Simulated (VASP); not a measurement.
A run of VASP 6.6.1 is set up as follows.

Contents of INCAR:

```
  PREC = Accurate
  ENCUT = 520
  EDIFF = 1E-7
  ISMEAR = -1
  SIGMA = 0.05
  LREAL = F
  LASPH = T
  NELM = 100
  ALGO = Normal
  ISIF = 2
  LWAVE = F
  LCHARG = F
  GGA = PE
  NBANDS = 16
```

KPOINTS

```
regular mesh
0
Gamma
  8 8 1
```

Contents of POSCAR:

```
CaF
1.0
    3.7249707804     -0.0000028868      0.0000000000
   -1.8624828902      3.2259207675      0.0000000000
    0.0000000000      0.0000000000     25.5276600000
Ca F
1 1
Direct
    0.6666666667      0.3333333333      0.3106723349
    0.0000000000      0.0000000000      0.2769276651
```

Potentials or basis: VASP PAW PBE potentials, release 64 (Ca_sv, F).

The run is started by

```console
$ cat potpaw_PBE.64/Ca_sv/POTCAR potpaw_PBE.64/F/POTCAR > POTCAR
$ mpirun -np 1 vasp_std > vasp.out
```

Question: Predict the largest force.

Answer: 0.026 eV/Å.

Question: Predict the band gap on the k mesh.

Answer: Zero (an odd number of electrons rules out a gap without spin polarisation).

Forces in eV/Å, atoms in the order of the input:
```
Ca   0.000  0.000  0.026
F    0.000  0.000 -0.026
```

Caveat: an odd number of electrons without spin polarisation forces a metal; a magnetic or distorted state may lie lower.
